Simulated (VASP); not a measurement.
A run of VASP 6.6.1 is set up as follows.

Contents of INCAR:

```
  PREC = Accurate
  ENCUT = 520
  EDIFF = 1E-6
  ISMEAR = 0
  SIGMA = 0.15
  LREAL = F
  LASPH = T
  NELM = 80
  ALGO = Normal
  ISIF = 2
  LWAVE = F
  LCHARG = F
  GGA = PE
  NBANDS = 21
```

File KPOINTS:

```
regular mesh
0
Gamma
  14 14 14
```

Contents of POSCAR:

```
Ge
1.0
   -0.0864160431      2.8805347716      2.9957561625
    2.8805347716     -0.0864160431      2.9957561625
    2.7941187285      2.7941187285      0.0000000000
Ge
2
Direct
    0.5000000000      0.5000000000      0.5000000000
    0.7500000000      0.7500000000      0.7500000000
```

Potentials or basis: VASP PAW PBE potentials, release 64 (Ge_d).

The run is started by

```console
$ cat potpaw_PBE.64/Ge_d/POTCAR > POTCAR
$ mpirun -np 1 vasp_std > vasp.out
```

(1) Predict the pressure.

(2) Estimate the band gap on the k mesh.

Answers

(1) -1.8 GPa.

(2) zero (bands 14 and 15 overlap by 0.36 eV).

Caveat: the cell differs from its parent crystal (engineering shear strain xy -0.0600, normal strain along z +0.0400); semilocal functionals underestimate gaps, so a narrow gap can read as zero.
